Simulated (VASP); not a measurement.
BP: relaxation of cell and atoms with PBE

BP:

```
B P
1.0
     0.00000    2.02926    2.02926
     2.02926    0.00000    2.02926
     2.02926    2.02926    0.00000
B P
1 1
Cartesian
  0.0000 0.0000 0.0000
  2.0293 2.0293 2.0293
```

| Property | Result |
| --- | --- |
| Program | VASP 6.6.1 |
| Task | relaxation of cell and atoms |
| Functional | PBE |
| Potentials or basis | VASP PAW PBE potentials, release 64 (B, P) |
| Cutoff | 600 eV |
| k mesh | 10 × 10 × 10 |
| Occupations | fermi-dirac, width 0.02 eV |
| Spin | no spin polarisation |
| Dipole correction | no |
| Further INCAR settings | ALGO = Normal; EDIFF = 1e-06; IBRION = 2; EDIFFG = -0.005; NSW = 80; ISIF = 3 |

```json
{"Relaxed volume": "10.01 Å³/atom", "Relaxed cell": "a = 3.048 Å, b = 3.048 Å, c = 3.048 Å, α = 60.00°, β = 60.00°, γ = 60.00°", "Space group after relaxing (to 0.1 Å)": "Fm-3m (No. 225)", "Energy gained by relaxing": "187.0 meV/atom", "Ionic steps": "19", "Pressure after relaxing": "0.0 GPa", "Band gap on the k mesh": "zero (bands 4 and 5 overlap by 3.87 eV)"}
```

Step by step:
```csv
step,energy change (eV),largest force (eV/Å),pressure (GPa),volume (Å³)
1,0.0000,0.0000,42.04,16.71
2,-0.2454,0.0000,-14.95,22.60
3,-0.3740,0.0000,-0.32,20.06
4,-0.3740,0.0000,0.20,19.99
5,-0.3740,0.0000,0.20,19.99
6,-0.3740,0.0000,0.19,19.99
7,-0.3740,0.0000,0.19,19.99
8,-0.3740,0.0000,0.19,19.99
9,-0.3740,0.0000,0.19,19.99
10,-0.3740,0.0000,0.19,19.99
11,-0.3740,0.0000,0.19,19.99
12,-0.3740,0.0000,0.19,19.99
13,-0.3740,0.0000,0.19,19.99
14,-0.3740,0.0000,0.19,20.00
15,-0.3740,0.0000,0.18,20.00
16,-0.3740,0.0000,0.18,20.00
17,-0.3740,0.0000,0.16,20.00
18,-0.3740,0.0000,0.13,20.01
19,-0.3740,0.0000,0.03,20.02
```

Final structure:
```xyz
2
Lattice="0.0000 2.1550 2.1550 2.1550 0.0000 2.1550 2.1550 2.1550 0.0000" Properties=species:S:1:pos:R:3 pbc="T T T"
B     0.0000    0.0000    0.0000
P     2.1550    2.1550    2.1550
```

Levels at points of the mesh, in eV from the Fermi level:
```
           k point  band 1  band 2  band 3  band 4  band 5  band 6  band 7  band 8
(0.00, 0.00, 0.00)  -16.91    0.08    0.08    0.08    6.70    8.74    8.74    8.74
(0.50, 0.00, 0.00)  -12.43  -10.59    0.72    0.72    1.24    1.24    5.20    7.20
(0.50, 0.50, 0.00)  -10.55   -9.00   -4.20   -4.20   -2.72    2.66   12.17   12.17
```

It took 35 s on 1 thread of Intel(R) Xeon(R) Platinum 8488C (Sapphire Rapids), with other jobs on the host, peak memory 0.13 GiB.

Caveat: the volume moved by over 15 % at a fixed basis, so the end points are rough; the structure was generated, so it needn't be the stable form of BP.
